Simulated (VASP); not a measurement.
Wanted: the native input for a VASP 6.6.1 run.

```yaml
Task: single point
Functional: PBE
Potentials_or_basis: VASP PAW PBE potentials, release 64 (Si, Sb, Se)
Cutoff: 520 eV
k_mesh: 12 × 12 × 8
Occupations: gaussian, width 0.1 eV
Spin: no spin polarisation
Dipole_correction: no
Further_INCAR_settings: ALGO = Normal; EDIFF = 1e-06; NBANDS = 20
```

The structure of Si2Sb2Se lies in POSCAR:

```
Si2Sb2Se
1.0
    5.1498552264      0.0000000000      0.0000000000
   -2.5749276132      4.4599054519      0.0000000000
    0.0000000000      0.0000000000      5.5636628851
Si Sb Se
2 2 1
Direct
    0.3333333333      0.6666666667      0.5000000000
    0.6666666667      0.3333333333      0.5000000000
    0.3333333333      0.6666666667      0.0000000000
    0.6666666667      0.3333333333      0.0000000000
    0.0000000000      0.0000000000      0.0000000000
```

The input as run:

INCAR

```
PREC = Accurate ; ENCUT = 520
EDIFF = 1E-6 ; ISMEAR = 0
SIGMA = 0.1 ; LREAL = F
LASPH = T ; NELM = 80
ALGO = Normal ; ISIF = 2
LWAVE = F ; LCHARG = T
GGA = PE ; LELF = T
LVHAR = T ; NBANDS = 20
```

KPOINTS

```
regular mesh
0
Gamma
  12 12 8
```

Potentials or basis: VASP PAW PBE potentials, release 64 (Si, Sb, Se).

Run with:

```bash
$ cat potpaw_PBE.64/Si/POTCAR potpaw_PBE.64/Sb/POTCAR potpaw_PBE.64/Se/POTCAR > POTCAR
$ mpirun -np 1 vasp_std > vasp.out
```

It gave:

```json
{"Pressure": "0.0 GPa", "Band gap on the k mesh": "zero (bands 12 and 13 overlap by 1.44 eV)"}
```

Caveat: spin-orbit coupling is left out, which moves the levels of the heavy elements.

It took 5.1 min on 1 thread of AMD EPYC 7R13, on a shared host, peak memory 0.39 GiB.
